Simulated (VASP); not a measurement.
## Ta3N: single point with PBEsol

Crystal: Ta3N.

```xyz
4
Lattice="3.0721 0.0000 0.0000 -1.5361 2.6605 0.0000 0.0000 0.0000 7.6232" Properties=species:S:1:pos:R:3 pbc="T T T"
Ta    1.5361    0.8868    6.2973
Ta    0.0000    1.7737    1.3259
Ta    0.0000    0.0000    3.8116
N     0.0000    0.0000    0.0000
```

| Property | Result |
| --- | --- |
| Program | VASP 6.6.1 |
| Task | single point |
| Functional | PBEsol |
| Potentials or basis | VASP PAW PBE potentials, release 64 (Ta_pv, N) |
| Cutoff | 520 eV |
| k mesh | 10 × 10 × 4 |
| Occupations | fermi-dirac, width 0.05 eV |
| Spin | no spin polarisation |
| Dipole correction | no |
| Further INCAR settings | ALGO = Normal; EDIFF = 1e-06; NBANDS = 27 |

| Property | Result |
| --- | --- |
| Pressure | -16.2 GPa |
| Largest force | 0.561 eV/Å |
| Band gap on the k mesh | zero (band 19 reaches 6.46 eV, above the bottom of band 20 at 5.88 eV) |

Forces on the atoms (eV/Å):
```
Ta   0.000  0.000  0.561
Ta   0.000  0.000 -0.561
Ta   0.000  0.000  0.000
N    0.000  0.000  0.000
```

Stress tensor (GPa, compression positive):
```
-16.27   0.00   0.00
  0.00 -16.27   0.00
  0.00   0.00 -16.03
```

Levels at points of the mesh, in eV from the Fermi level:
```
           k point  band 16  band 17  band 18  band 19  band 20  band 21  band 22  band 23
(0.00, 0.00, 0.00)    -1.40    -0.44    -0.44    -0.29     0.27     0.27     0.92     1.77
(0.50, 0.00, 0.00)    -2.99    -1.17    -0.49     0.17     0.66     0.79     3.32     3.79
(0.00, 0.00, 0.50)    -1.19    -1.09    -0.24    -0.24     0.52     0.52     1.19     1.22
(0.50, 0.00, 0.50)    -2.77    -1.33    -1.19     0.10     0.89     1.19     2.29     4.17
```

It took 31 s on 1 thread of Intel(R) Xeon(R) 6975P-C (Granite Rapids), on a shared host, peak memory 0.21 GiB.

Caveat: the PAW data sets were made with another functional, which shifts forces and pressure a little; spin-orbit coupling is left out, which moves the levels of the heavy elements.
